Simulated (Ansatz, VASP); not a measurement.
## One calculation of C, two programs

File POSCAR:

```
C
1.0
    0.0000000000      2.0629538434      3.4549107515
    1.1910835680      0.0000000000      3.4549107515
    1.1910835680      2.0629538434      0.0000000000
C
2
Direct
    0.1667039277      0.8332960723      0.1667039277
    0.8332960723      0.1667039277      0.8332960723
```

The input INCAR.step1:

```
PREC = Accurate
ENCUT = 520
ISMEAR = 0
SIGMA = 0.05
LREAL = F
LASPH = T
NELM = 100
NBANDS = 11
GGA = PE
ALGO = Normal
EDIFF = 1E-4
LWAVE = T
LCHARG = F
```

Contents of INCAR.step2:

```
PREC = Accurate
ENCUT = 520
EDIFF = 1E-6
ISMEAR = 0
SIGMA = 0.05
LREAL = F
LASPH = T
NELM = 100
ALGO = Normal
ISIF = 2
LWAVE = F
LCHARG = T
METAGGA = R2SCAN
LMIXTAU = T
LELF = T
LVHAR = T
NBANDS = 11
ISTART = 1
```

File KPOINTS:

```
regular mesh
0
Gamma
  14 14 14
```

Input for Ansatz:

```yaml
crystal:
  lattice:
    - [0.0, 2.0629538434, 3.4549107515]
    - [1.191083568, 0.0, 3.4549107515]
    - [1.191083568, 2.0629538434, 0.0]
  atoms:
    - { symbol: C, position: [0.1667039277, 0.8332960723, 0.1667039277] }
    - { symbol: C, position: [0.8332960723, 0.1667039277, 0.8332960723] }
basis:
  ecutwfc: 500
kpoints:
  mp_grid: { grid: [14, 14, 14] }
hamiltonian:
  xc: r2scan
scf:
  occupations: { method: gaussian, width: 0.05 }
output:
  forces: true
  stress: true
  eigenvalues: true
```

Change from the starting cell: strain -0.030 along x and y, -0.030 along z, atoms carried along.

Alike in both runs: task single point; functional r2SCAN; k mesh 14 × 14 × 14; occupations gaussian, width 0.05 eV; no spin polarisation.

|  | VASP | Ansatz |
| --- | --- | --- |
| version | VASP 6.6.1 | Ansatz 0.2.0 |
| potentials or method | VASP PAW PBE potentials, release 64 (C), cutoff 520 eV | scalar-relativistic, plane waves, PAW |
| valence electrons in the cell | 8 | 8 |

Ansatz gave:

- gap on the k mesh at the Fermi level (eV): 0.65
- least direct gap on the mesh (eV): 0.77
- pressure (GPa): 29.1
- traceless stress, the component that is largest in VASP (GPa): -28.44

Task: Estimate VASP's values.

Result: gap on the k mesh at the Fermi level (eV): 0.65; least direct gap on the mesh (eV): 0.77; pressure (GPa): 29.8; traceless stress, the component that is largest in VASP (GPa): -29.28.

VASP's potentials were made for PBE, not for r2SCAN. Both programs put the cell under a high pressure, so it lies far from rest at this level. The functional is the same, so the differences come from potentials, cutoffs and numerics.
